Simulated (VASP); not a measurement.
# AlN in VASP: further runs

AlN is run at these levels: PBEsol; tasks: single point.

Everything below comes from runs of VASP 6.6.1. Logs are shortened: lines on timing, memory, paths and dates and some standing lists are left out, and cuts for length are marked.

**1. The cell of the first run**

The structure is trigonal, space group R3m (No. 160). The conventional cell has a = 2.861 Å, b = 2.861 Å, c = 7.915 Å, α = 90.00°, β = 90.00°, γ = 120.00°. Within 2.3 Å of Al (site symmetry 3m) lie 4 N at 1.71 to 2.19 Å. N (site symmetry 3m) has 4 Al at 1.71 to 2.19 Å within 2.3 Å.

**2. Single point, PBEsol (strained and its atoms moved)**

Input file INCAR:

```
SYSTEM = AlN
ALGO = Normal
EDIFF = 1E-6
ENCUT = 520
GGA = PS
ISIF = 2
ISMEAR = 0
LASPH = .True.
LCHARG = .False.
LREAL = .False.
LWAVE = .False.
NBANDS = 11
NELM = 100
PREC = Accurate
SIGMA = 0.02
```

Input file KPOINTS:

```
k-points
0
Gamma
  10 10 10
  0 0 0
```

Input file POSCAR:

```
AlN
1.0
   -0.1747194848      2.1975124797      2.1975124797
    2.0227929950      0.0000000000      2.0227929950
    2.0227929950      2.0227929950      0.0000000000
Al N
1 1
Direct
   -0.0396532948      0.0132177649      0.0132177649
    0.7896532948      0.7367822351      0.7367822351
```

Potentials or basis: VASP PAW PBE potentials, release 64 (Al, N).

On the command line:

```bash
cat potpaw_PBE.64/Al/POTCAR potpaw_PBE.64/N/POTCAR > POTCAR
mpirun -np 1 vasp_std > vasp.out
```

OUTCAR:

```text
SYSTEM = AlN
   EDIFF = 1E-6
   ENCUT = 520
   GGA = PS
   ISIF = 2
   ISMEAR = 0
   LASPH = .True.
   LREAL = .False.
   NELM = 100
   PREC = Accurate

 ion  position               nearest neighbor table
   1  0.960  0.013  0.013-   2 1.71   2 1.71   2 1.71   2 2.19
   2  0.790  0.737  0.737-   1 1.71   1 1.71   1 1.71   1 2.19

  LATTYP: Found a trigonal (rhomboedric) cell.
 ALAT       =     3.1126594892
 COS(alpha) =     0.5776819389

  Lattice vectors:

 A1 = (  -2.1975124798,   2.1975124797,   0.1747194847)
 A2 = (  -2.1975124798,   0.1747194847,   2.1975124797)
 A3 = (  -0.1747194848,   2.1975124797,   2.1975124797)

Analysis of symmetry for initial positions (statically):
=====================================================================
 Subroutine PRICEL returns:
 Original cell was already a primitive cell.

 Routine SETGRP: Setting up the symmetry group for a
 trigonal (rhombohedral) supercell.

 Subroutine GETGRP returns: Found  6 space group operations
 (whereof  6 operations were pure point group operations)
 out of a pool of 12 trial point group operations.

The static configuration has the point symmetry C_3v.

Analysis of symmetry for dynamics (positions and initial velocities):
=====================================================================
 Subroutine PRICEL returns:
 Original cell was already a primitive cell.

 Routine SETGRP: Setting up the symmetry group for a
 trigonal (rhombohedral) supercell.

 Subroutine GETGRP returns: Found  6 space group operations
 (whereof  6 operations were pure point group operations)
 out of a pool of 12 trial point group operations.

The dynamic configuration has the point symmetry C_3v.

 Subroutine INISYM returns: Found  6 space group operations
 (whereof  6 operations are pure point group operations),
 and found     1 'primitive' translations

----------------------------------------------------------------------------------------

                                     Primitive cell

  volume of cell :      18.6980

  direct lattice vectors                    reciprocal lattice vectors
    -0.174719485  2.197512480  2.197512480    -0.218830618  0.218830618  0.218830618
     2.022792995  0.000000000  2.022792995     0.237732192 -0.237732192  0.256633767
     2.022792995  2.022792995  0.000000000     0.237732192  0.256633767 -0.237732192

  length of vectors
     3.112659489  2.860661287  2.860661287     0.379025748  0.422958723  0.422958723

  position of ions in fractional coordinates (direct lattice)
     0.960346705  0.013217765  0.013217765
[... 81 lines left out ...]
   NSW    =      0    number of steps for IOM
   IBRION =     -1    ionic relax: 0-MD 1-quasi-New 2-CG
   NFREE  =      0    steps in history (QN), initial steepest desc. (CG)
   ISIF   =      2    stress and relaxation
   ISYM   =      2    0-nonsym 1-usesym 2-fastsym
   POTIM  = 0.5000    time-step for ionic-motion
   TEBEG  =    0.0;   TEEND  =   0.0 temperature during run
   PSTRESS=    0.0 pullay stress
   NELECT =       8.0000    total number of electrons
   NUPDOWN=      -1.0000    fix difference up-down
   EMIN   =  10.00;   EMAX   =-10.00  energy-range for DOS
   EFERMI =   0.00;   METHOD = LEGACY
   ISMEAR =     0;   SIGMA  =   0.02  broadening in eV -4-tet -1-fermi 0-gaus
   EFERMI_NEDOS =   21; number of points for ismear=-14 and -15
   IALGO  =     38    algorithm
   IMIX   =      4    mixing-type and parameters
     AMIX     =   0.40;   BMIX     =  1.00
     AMIX_MAG =   1.60;   BMIX_MAG =  1.00
  volume/ion in A,a.u.               =       9.35        63.09
  Fermi-wavevector in a.u.,A,eV,Ry     =   1.233597  2.331160 20.704816  1.521761
  Thomas-Fermi vector in A             =   2.368321
   LORBIT       =      0    0 simple, 1 ext, 2 COOP (PROOUT), +10 PAW based schemes
   GGA     = PS    functional components
   LHFCALC =     F    Hartree Fock is set to
   AEXX    =    0.0000 exact exchange contribution
   IVDW    =     0    specifies the selected vdW correction
   LEPSILON=     F    determine dielectric tensor
   LRPA    =     F    only Hartree local field effects (RPA)
 non-spin polarized calculation
 Gauss-broadening in eV      SIGMA  =   0.02
  energy-cutoff  :      520.00
  volume of cell :       18.70
 maximum number of plane-waves:       514
   NGX = 11   NGY = 11   NGZ = 11

 number of electron       7.9999999 magnetization

 Free energy of the ion-electron system (eV)
  ---------------------------------------------------
  ext. energy  EPLUGINS =         0.00000000
  ---------------------------------------------------
  free energy    TOTEN  =       -14.58201367 eV

  energy without entropy =      -14.58201367  energy(sigma->0) =      -14.58201367

 E-fermi :   7.0454     XC(G=0): -11.5561

 val. band max:        6.8695708253   @ k =   0.1000   0.2000   0.1000
 cond. band min:      10.2089976628   @ k =   0.5000   0.5000   0.0000
 fundamental gap:      3.3394268375
 Fermi energy:         7.0454217147

 k-point     1 :       0.0000    0.0000    0.0000
  band No.  band energies     occupation
      1      -8.8063      2.00000
      2       6.7120      2.00000
      3       6.7120      2.00000
      4       6.7586      2.00000
      5      11.3127      0.00000
      6      19.3326      0.00000
      7      21.7376      0.00000
      8      21.7376      0.00000
      9      25.3066      0.00000
     10      25.7886      0.00000
     11      25.7886      0.00000
[... 309 lines left out ...]
 k-point    24 :      -0.3000    0.2000    0.0000
  band No.  band energies     occupation
      1      -6.9145      2.00000
      2       1.9241      2.00000
      3       4.5025      2.00000
      4       6.2914      2.00000
      5      15.6728      0.00000
      6      17.8642      0.00000
      7      19.4273      0.00000
      8      21.1246      0.00000
      9      25.1572      0.00000
     10      26.5858      0.00000
     11      29.1606      0.00000

 [... further k-points ...]
[... 5 lines left out ...]
  --------------------------------------------------------------------------------------
  -------------------------------------------------------------------------------------
  Total        5.9484890      5.9484890      5.9484890      3.3928258     -3.3928258      3.3928258
  in kB      509.7091697    509.7091697    509.7091697    290.7216340   -290.7216340    290.7216340
  external PRESSURE =     509.7091697 kB  Pullay stress =       0.0000000 kB

 VOLUME and BASIS-vectors are now :
 -----------------------------------------------------------------------------
  energy-cutoff  :      520.00
  volume of cell :       18.70
      direct lattice vectors                 reciprocal lattice vectors
    -0.174719485  2.197512480  2.197512480    -0.218830618  0.218830618  0.218830618
     2.022792995  0.000000000  2.022792995     0.237732192 -0.237732192  0.256633767
     2.022792995  2.022792995  0.000000000     0.237732192  0.256633767 -0.237732192

 POSITION                                       TOTAL-FORCE (eV/Angst)
 -----------------------------------------------------------------------------------
     -0.11432      2.13711      2.13711        -1.719604      1.719604      1.719604
      2.84275      3.22563      3.22563         1.719604     -1.719604     -1.719604
 -----------------------------------------------------------------------------------
    total drift:                                0.000483     -0.000484     -0.000484

  FREE ENERGIE OF THE ION-ELECTRON SYSTEM (eV)
  ---------------------------------------------------
  free  energy   TOTEN  =       -14.5820136747 eV

  energy  without entropy=      -14.5820136747  energy(sigma->0) =      -14.58201367
```

OSZICAR:

```text
N       E                     dE             d eps       ncg     rms          rms(c)
DAV:   1     0.113893802652E+02    0.11389E+02   -0.39634E+03  2616   0.611E+02
DAV:   2    -0.167240592612E+02   -0.28113E+02   -0.27112E+02  2992   0.145E+02
DAV:   3    -0.175644372565E+02   -0.84038E+00   -0.83944E+00  3123   0.235E+01
DAV:   4    -0.175686906232E+02   -0.42534E-02   -0.42532E-02  2843   0.184E+00
DAV:   5    -0.175687369270E+02   -0.46304E-04   -0.46304E-04  3077   0.183E-01    0.977E+00
DAV:   6    -0.146715204033E+02    0.28972E+01   -0.12421E+01  2963   0.183E+01    0.332E+00
DAV:   7    -0.146075956478E+02    0.63925E-01   -0.30364E-01  2963   0.389E+00    0.234E+00
DAV:   8    -0.145830240915E+02    0.24572E-01   -0.42924E-02  2879   0.173E+00    0.440E-01
DAV:   9    -0.145819973001E+02    0.10268E-02   -0.52179E-03  2951   0.472E-01    0.210E-01
DAV:  10    -0.145820076053E+02   -0.10305E-04   -0.29456E-04  2834   0.128E-01    0.411E-02
DAV:  11    -0.145820141362E+02   -0.65309E-05   -0.23236E-05  2963   0.376E-02    0.214E-02
DAV:  12    -0.145820136747E+02    0.46148E-06   -0.30269E-06  2702   0.114E-02
   1 F= -.14582014E+02 E0= -.14582014E+02  d E =-.180221E-37
```

Wall time 40 s (1 thread of AMD EPYC 7R13, shared host); peak memory 0.12 GiB.

What came out:

```yaml
Free_energy: -14.5820 eV
Pressure: 51.0 GPa
Largest_force: 2.978 eV/Å
Band_gap_on_the_k_mesh: 3.34 eV, indirect (least direct gap 4.55 eV)
```

Forces in eV/Å, atoms in the order of the input:
```
Al  -1.720  1.720  1.720
N    1.720 -1.720 -1.720
```

Levels at points of the mesh, in eV from the valence-band top:
```
           k point  band 1  band 2  band 3  band 4  band 5  band 6  band 7  band 8
(0.00, 0.00, 0.00)  -15.68   -0.16   -0.16   -0.11    4.44   12.46   14.87   14.87
(0.50, 0.00, 0.00)  -13.91   -6.40   -0.42   -0.42    9.65   10.79   13.20   13.20
(0.00, 0.50, 0.00)  -13.08   -6.31   -0.78   -0.38    7.49   10.04   11.07   12.69
(0.50, 0.50, 0.00)  -12.55   -5.36   -2.03   -1.64    3.34    9.33   14.19   17.37
```

Caveat: the cell differs from its parent crystal (strained and its atoms moved); the PAW data sets were made with another functional, which shifts forces and pressure a little. A k mesh can miss the band edges.

**3. Single point, PBEsol (strained and its atoms moved)**

Input file INCAR:

```
SYSTEM = AlN
  PREC = Accurate
  ENCUT = 520
  EDIFF = 1E-6
  ISMEAR = 0
  SIGMA = 0.02
  LREAL = .FALSE.
  LASPH = .TRUE.
  NELM = 100
  ALGO = Normal
  ISIF = 2
  LWAVE = .FALSE.
  LCHARG = .FALSE.
  GGA = PS
  NBANDS = 11
```

Input file KPOINTS:

```
regular mesh
0
G
  10 10 10
  0 0 0
```

Input file POSCAR:

```
AlN
1.0
    0.0000000000      2.1043214745      2.1043214745
    2.2790409593     -0.1747194848      2.2790409593
    2.1043214745      2.1043214745      0.0000000000
Al N
1 1
Direct
   -0.0079306590      0.0237919769     -0.0079306590
    0.7579306590      0.7262080231      0.7579306590
```

Potentials or basis: VASP PAW PBE potentials, release 64 (Al, N).

On the command line:

```bash
cat potpaw_PBE.64/Al/POTCAR potpaw_PBE.64/N/POTCAR > POTCAR
mpirun -np 1 vasp_std > vasp.out
```

It took 45 s on 1 thread of AMD EPYC 7R13, shared host; peak memory 0.12 GiB.

The run converged. Its results:

```yaml
Free_energy: -15.3542 eV
Pressure: -0.7 GPa
Largest_force: 0.833 eV/Å
Band_gap_on_the_k_mesh: 2.36 eV, indirect (least direct gap 3.00 eV)
```

Forces in eV/Å, atoms in the order of the input:
```
Al  -0.481  0.481 -0.481
N    0.481 -0.481  0.481
```

Stress tensor (GPa, compression positive):
```
 -0.74  14.32 -14.32
 14.32  -0.74  14.32
-14.32  14.32  -0.74
```

Levels at points of the mesh, in eV from the valence-band top:
```tsv
k point	band 1	band 2	band 3	band 4	band 5	band 6	band 7	band 8	band 9
(0.00, 0.00, 0.00)	-15.46	-1.39	0.00	0.00	3.00	10.50	12.93	12.93	16.77
(0.50, 0.00, 0.00)	-13.20	-6.24	-1.56	-0.74	6.09	8.39	10.24	10.61	17.05
(0.00, 0.50, 0.00)	-13.77	-7.02	-0.29	-0.29	7.71	8.69	11.78	11.78	17.50
(0.50, 0.50, 0.00)	-12.69	-5.44	-2.87	-1.64	2.36	8.07	12.55	15.03	15.44
```

Caveat: the cell differs from its parent crystal (strained and its atoms moved); the PAW data sets were made with another functional, which shifts forces and pressure a little.

**4. Single point, PBEsol (strained and its atoms moved)**

Input file INCAR:

```
SYSTEM = AlN
ALGO     = Normal         ! electronic algorithm
EDIFF    = 1E-6           ! SCF threshold, eV
ENCUT    = 520            ! plane-wave cutoff, eV
GGA      = PS             ! functional
ISIF     = 2              ! what is computed and relaxed
ISMEAR   = 0              ! smearing method
LASPH    = .TRUE.         ! aspherical terms in the spheres
LCHARG   = .FALSE.        ! write CHGCAR
LREAL    = .FALSE.        ! projectors in reciprocal space
LWAVE    = .FALSE.        ! write WAVECAR
NBANDS   = 11             ! bands
NELM     = 100            ! most SCF steps
PREC     = Accurate       ! precision mode
SIGMA    = 0.02           ! smearing width, eV
```

Input file KPOINTS:

```
k-points
0
G
  10 10 10
  0 0 0
```

Input file POSCAR:

```
AlN
1.0
    0.0000000000      2.3467229197      2.3467229197
    2.1720034350      0.1747194848      2.1720034350
    2.3467229197      2.3467229197      0.0000000000
Al N
1 1
Direct
   -0.0079306590      0.0237919769     -0.0079306590
    0.7579306590      0.7262080231      0.7579306590
```

On the command line:

```bash
cat potpaw_PBE.64/Al/POTCAR potpaw_PBE.64/N/POTCAR > POTCAR
mpirun -np 1 vasp_std > vasp.out
```

It took 62 s on 1 thread of AMD EPYC 7R13, shared host; peak memory 0.13 GiB.

It converged, with:

```yaml
Free_energy: -14.9534 eV
Pressure: -4.0 GPa
Largest_force: 4.417 eV/Å
Band_gap_on_the_k_mesh: 3.14 eV, indirect (least direct gap 3.16 eV)
```

Forces on the atoms (eV/Å):
```
Al  -2.550  2.550 -2.550
N    2.550 -2.550  2.550
```

Stress tensor (GPa, compression positive):
```
 -4.04 -23.84  23.84
-23.84  -4.04 -23.84
 23.84 -23.84  -4.04
```

Levels at points of the mesh, in eV from the valence-band top:
```csv
k point,band 2,band 3,band 4,band 5,band 6,band 7
"(0.00, 0.00, 0.00)",-0.05,-0.02,-0.02,3.14,10.72,10.72
"(0.50, 0.00, 0.00)",-5.52,-0.40,-0.26,6.62,9.02,10.09
"(0.00, 0.50, 0.00)",-5.14,-0.76,-0.76,5.57,9.05,9.50
"(0.50, 0.50, 0.00)",-4.60,-2.01,-1.21,3.18,8.14,12.22
```

Caveat: the cell differs from its parent crystal (strained and its atoms moved); the PAW data sets were made with another functional, which shifts forces and pressure a little.

**5. Single point, PBEsol (atoms moved at random and the cell strained at random)**

Input file INCAR:

```
SYSTEM = AlN
  PREC = Accurate
  ENCUT = 520
  EDIFF = 1E-7
  ISMEAR = 0
  SIGMA = 0.02
  LREAL = .FALSE.
  LASPH = .TRUE.
  NELM = 100
  ALGO = Normal
  ISIF = 2
  LWAVE = .FALSE.
  LCHARG = .FALSE.
  GGA = PS
  NBANDS = 11
```

Input file KPOINTS:

```
Automatic mesh
0
G
  10 10 10
  0 0 0
```

Input file POSCAR:

```
AlN
1.0
    0.0131039614      2.1545533264      2.1675917680
    2.1612363467      0.0061807018      2.1745150276
    2.1699723209      2.1702125602     -0.0025552725
Al N
1 1
Direct
    0.0290637304      0.0153594775      0.0141873129
    0.7209362696      0.7346405225      0.7358126871
```

Potentials or basis: VASP PAW PBE potentials, release 64 (Al, N).

On the command line:

```bash
cat potpaw_PBE.64/Al/POTCAR potpaw_PBE.64/N/POTCAR > POTCAR
mpirun -np 1 vasp_std > vasp.out
```

OUTCAR:

```text
SYSTEM = AlN
   PREC = Accurate
   ENCUT = 520
   EDIFF = 1E-7
   ISMEAR = 0
   LREAL = .FALSE.
   LASPH = .TRUE.
   NELM = 100
   ISIF = 2
   GGA = PS

 ion  position               nearest neighbor table
   1  0.029  0.015  0.014-   2 1.74   2 1.82   2 1.83   2 2.17
   2  0.721  0.735  0.736-   1 1.74   1 1.82   1 1.83   1 2.17

  Warning from LATTYP: Got some problem with cell dimensions!
  Tried to take original basis but could not verify dimensions!
  LATTYP: Found a triclinic cell.
 ALAT       =     3.0562601039
 B/A-ratio  =     1.0041603545
 C/A-ratio  =     0.9940566633
 COS(alpha) =     0.0001131644
 COS(beta)  =     0.4938635930
[... 521 lines left out ...]
      9      23.0228      0.00000
     10      25.2893      0.00000
     11      27.6918      0.00000

 [... further k-points ...]
[... 5 lines left out ...]
  --------------------------------------------------------------------------------------
  -------------------------------------------------------------------------------------
  Total        2.5289821      1.8534707      1.6718408     -1.8526196     -0.0580697     -1.4752906
  in kB      200.0503444    146.6152946    132.2478058   -146.5479706     -4.5934906   -116.7000708
  external PRESSURE =     159.6378149 kB  Pullay stress =       0.0000000 kB

 VOLUME and BASIS-vectors are now :
 -----------------------------------------------------------------------------
  energy-cutoff  :      520.00
  volume of cell :       20.25
      direct lattice vectors                 reciprocal lattice vectors
     0.013103961  2.154553326  2.167591768    -0.232996345  0.233242434  0.230910599
     2.161236347  0.006180702  2.174515028     0.232525567 -0.232229693  0.229427081
     2.169972321  2.170212560 -0.002555273     0.230652927  0.229886275 -0.229897858

 POSITION                                       TOTAL-FORCE (eV/Angst)
 -----------------------------------------------------------------------------------
      0.06436      0.09350      0.09636         0.086738     -1.789865     -2.078314
      3.19387      3.15471      3.15830        -0.086738      1.789865      2.078314
 -----------------------------------------------------------------------------------
    total drift:                                0.000143     -0.000042     -0.000120

  FREE ENERGIE OF THE ION-ELECTRON SYSTEM (eV)
  ---------------------------------------------------
  free  energy   TOTEN  =       -15.1204785536 eV

  energy  without entropy=      -15.1204785536  energy(sigma->0) =      -15.12047855
```

Wall time 3.2 min (1 thread of AMD EPYC 7R13, shared host); peak memory 0.19 GiB.

Results:

* Free energy: -15.1205 eV
* Pressure: 16.0 GPa
* Largest force: 2.744 eV/Å
* Band gap on the k mesh: 2.37 eV, indirect (least direct gap 3.36 eV)

Forces in eV/Å, atoms in the order of the input:
```
Al   0.087 -1.790 -2.078
N   -0.087  1.790  2.078
```

Caveat: the cell differs from its parent crystal (atoms moved at random and the cell strained at random); the PAW data sets were made with another functional, which shifts forces and pressure a little.

**6. The runs side by side**

```tsv
cell	gap on the mesh (eV)	pressure (GPa)	largest force (eV/Å)
a = 3.113, b = 2.861, c = 2.861 Å, angles 60.0, 62.6, 62.6°, 2 atoms	3.34	51.0	2.98
a = 2.976, b = 3.228 Å, angles 62.5, 60.0, 62.5°, 2 atoms	2.36	-0.7	0.83
a = 3.319, b = 3.077 Å, angles 57.4, 60.0, 57.4°, 2 atoms	3.14	-4.0	4.42
a = 3.056, b = 3.066, c = 3.069 Å, angles 60.0, 59.9, 59.5°, 2 atoms	2.37	16.0	2.74
```

Alike in all rows: task single point; level PBEsol; potentials or basis VASP PAW PBE potentials, release 64 (Al, N); no spin polarisation; k mesh 10 × 10 × 10; cutoff (eV) 520; smearing gaussian 0.02 eV.

Caveats: the PAW data sets were made with another functional, which shifts forces and pressure a little.

Total energies depend on the potentials used, so only differences within one code and one set of settings carry meaning.
